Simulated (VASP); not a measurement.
Wanted: the native input for a VASP 6.6.1 run.

- Task: single point
- Functional: LDA
- Potentials or basis: VASP PAW LDA potentials, release 64 (Ga_d, P)
- Cutoff: 520 eV
- k mesh: 10 × 10 × 10
- Occupations: fermi-dirac, width 0.05 eV
- Spin: no spin polarisation
- Dipole correction: no
- Further INCAR settings: ALGO = Normal; EDIFF = 1e-06; NBANDS = 16

The structure of GaP lies in POSCAR:

```
GaP
1.0
    0.0000000000      2.7069591804      2.7069591804
    2.7069591804      0.0000000000      2.7069591804
    2.7069591804      2.7069591804      0.0000000000
Ga P
1 1
Direct
    0.0000000000      0.0000000000      0.0000000000
    0.7500000000      0.7500000000      0.7500000000
```

This cell differs from its parent crystal: volume scaled by 0.98.

These files were run (other wordings do the same):

INCAR

```
SYSTEM = GaP
ALGO     = Normal         ! electronic algorithm
EDIFF    = 1E-6           ! SCF threshold, eV
ENCUT    = 520            ! plane-wave cutoff, eV
ISIF     = 2              ! what is computed and relaxed
ISMEAR   = -1             ! smearing method
LASPH    = .TRUE.         ! aspherical terms in the spheres
LCHARG   = .TRUE.         ! write CHGCAR
LELF     = .TRUE.         ! ELF
LREAL    = .FALSE.        ! projectors in reciprocal space
LVHAR    = .TRUE.       
LWAVE    = .FALSE.        ! write WAVECAR
NBANDS   = 16             ! bands
NELM     = 80             ! most SCF steps
PREC     = Accurate       ! precision mode
SIGMA    = 0.05           ! smearing width, eV
```

KPOINTS

```
k-points
0
G
  10 10 10
  0 0 0
```

Potentials or basis: VASP PAW LDA potentials, release 64 (Ga_d, P).

Run with:

```bash
$ cat potpaw_LDA.64/Ga_d/POTCAR potpaw_LDA.64/P/POTCAR > POTCAR
$ mpirun -np 1 vasp_std > vasp.out
```

Results of the run:

* Pressure: -1.0 GPa
* Band gap on the k mesh: 1.42 eV, indirect (least direct gap 1.81 eV)

Wall time 21 s on 1 thread of Intel(R) Xeon(R) Platinum 8488C (Sapphire Rapids), on a shared host, peak memory 0.15 GiB.
